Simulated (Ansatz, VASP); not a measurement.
Two plane-wave programs on CuO

```
CELL_PARAMETERS angstrom
2.34465 -1.71340 0.00000
2.34465 1.71340 0.00000
-0.86055 0.00000 5.05944
ATOMIC_POSITIONS crystal
Cu 0.00320 0.49680 0.00000
Cu 0.49680 0.00320 0.50000
O 0.57140 0.40560 0.25370
O 0.40560 0.57140 0.75370
```

Alike in both runs: task single point; functional PBEsol; k mesh 8 × 8 × 5; occupations gaussian, width 0.05 eV; collinear spin.

```csv
,VASP,Ansatz
version,VASP 6.6.1,Ansatz 0.2.0
potentials or method,"VASP PAW PBE potentials, release 64 (Cu, O), cutoff 520 eV","scalar-relativistic, plane waves, PAW"
valence electrons in the cell,34,50
```

Ansatz gave:

| Quantity | Value |
| --- | --- |
| gap on the k mesh at the Fermi level (eV) | none |
| pressure (GPa) | -2.7 |
| traceless stress, the component that is largest in VASP (GPa) | 2.35 |
| rms of the force components (eV/Å) | 0.422 |
| net moment per atom (μB) | 0.00 |

Problem. Estimate VASP's values.

Solution. gap on the k mesh at the Fermi level (eV): none; pressure (GPa): -2.0; traceless stress, the component that is largest in VASP (GPa): 1.97; rms of the force components (eV/Å): 0.430; net moment per atom (μB): 0.00.

VASP's potentials were made for PBE, not for PBEsol. Atom by atom the forces differ by 0.022 eV/Å (rms over components). A gap of «none» marks a metal or a gap that the smearing closes. The functional is the same, so the differences come from potentials, cutoffs and numerics. VASP's potentials hold 34 valence electrons a cell and Ansatz's 50, so a difference there can come from the potentials and not from the codes. Ansatz's warnings: seeded moment not kept.
